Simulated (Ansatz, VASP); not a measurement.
**One calculation of Al2BN3, two programs**

```xyz
6
Lattice="2.9591 0.0000 0.0000 -1.4795 2.5627 0.0000 0.0000 0.0000 7.2336" Properties=species:S:1:pos:R:3 pbc="T T T"
Al    0.0000    0.0000    0.0991
Al    0.0000    1.7084    4.7470
B     1.4795    0.8542    2.3207
N     0.0000    0.0000    5.4581
N     0.0000    1.7084    2.8531
N     1.4795    0.8542    0.7977
```

Alike in both runs: functional PBE; k mesh 6 × 6 × 2; occupations gaussian, width 0.1 eV; no spin polarisation.

Ansatz relaxed the structure, and its values are those at the end. VASP's run is a single point on that final structure, the one shown.

|  | VASP | Ansatz |
| --- | --- | --- |
| version | VASP 6.6.1 | Ansatz 0.2.0 |
| potentials or method | VASP PAW PBE potentials, release 64 (Al, B, N), cutoff 520 eV | scalar-relativistic, plane waves, PAW |
| valence electrons in the cell | 24 | 24 |

|  | VASP | Ansatz | Ansatz less VASP |
| --- | --- | --- | --- |
| gap on the k mesh at the Fermi level (eV) | 3.10 | 3.10 | +0.007 |
| least direct gap on the mesh (eV) | 4.07 | 4.07 | +0.005 |
| pressure (GPa) | -0.2 | 0.0 | +0.19 |
| rms of the force components (eV/Å) | 0.009 | 0.004 | -0.0056 |

The k mesh is coarse, so the values compare programs but aren't converged.
